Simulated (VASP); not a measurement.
Wanted: the native input for a VASP 6.6.1 run.

```
Task                   : single point
Functional             : PBE
Potentials or basis    : VASP PAW PBE potentials, release 64 (Cu, Mo_sv)
Cutoff                 : 520 eV
k mesh                 : 6 × 6 × 1
Occupations            : gaussian, width 0.1 eV
Spin                   : collinear spin, ferromagnetic start
Starting moments       : [0.0, 0.0, 0.0, 0.0, 0.0, 0.0, 0.0, 0.0, 0.0, 0.0, 1.0, 1.0] μB
Dipole correction      : no
Further INCAR settings : ALGO = Fast; EDIFF = 1e-07; NBANDS = 85
```

The structure of Cu5Mo lies in POSCAR:

```
Cu5Mo
1.0
    2.6347040117      0.0000000000      0.0000000000
   -1.3173520059      2.2817206056      0.0000000000
    0.0000000000      0.0000000000     25.6982898552
Cu Mo
10 2
Direct
    0.0000000000      0.0000000000      0.1370668421
    0.6666666667      0.3333333333      0.2179540868
    0.0000000000      0.0000000000      0.8629331579
    0.3333333333      0.6666666667      0.7820459132
    0.0000000000      0.0000000000      0.3792139860
    0.6666666667      0.3333333333      0.4597414938
    0.3333333333      0.6666666667      0.2987027979
    0.6666666667      0.3333333333      0.7012972021
    0.0000000000      0.0000000000      0.6207860140
    0.3333333333      0.6666666667      0.5402585062
    0.3333333333      0.6666666667      0.0478569137
    0.6666666667      0.3333333333      0.9521430863
```

One way to write it, as run:

INCAR

```
PREC = Accurate ; ENCUT = 520
EDIFF = 1E-7 ; ISMEAR = 0
SIGMA = 0.1 ; LREAL = False
LASPH = True ; NELM = 150
ALGO = Fast ; ISIF = 2
LWAVE = False ; LCHARG = True
ISPIN = 2 ; MAGMOM = 0 0 0 0 0 0 0 0 0 0 1 1
LORBIT = 11 ; LMAXMIX = 4
GGA = PE ; LELF = True
LVHAR = True ; NBANDS = 85
```

KPOINTS

```
Automatic mesh
0
Gamma
  6 6 1
```

Potentials or basis: VASP PAW PBE potentials, release 64 (Cu, Mo_sv).

Command:

```console
$ cat potpaw_PBE.64/Cu/POTCAR potpaw_PBE.64/Mo_sv/POTCAR > POTCAR
$ mpirun -np 1 vasp_std > vasp.out
```

Results of the run:

```yaml
Pressure: 0.9 GPa
Largest_force: 0.211 eV/Å
Band_gap_on_the_k_mesh: zero (filled and empty bands overlap)
Net_moment: 0.00 μB per cell
Valence_electrons_inside_the_program's_atomic_spheres: Cu 9.97, 9.95; Mo 12.65
```

Caveat: the k points lie up to 0.46 Å⁻¹ apart.

Run time: 9.4 min on 1 thread of Intel(R) Xeon(R) 6975P-C (Granite Rapids) (shared host), peak memory 0.37 GiB.
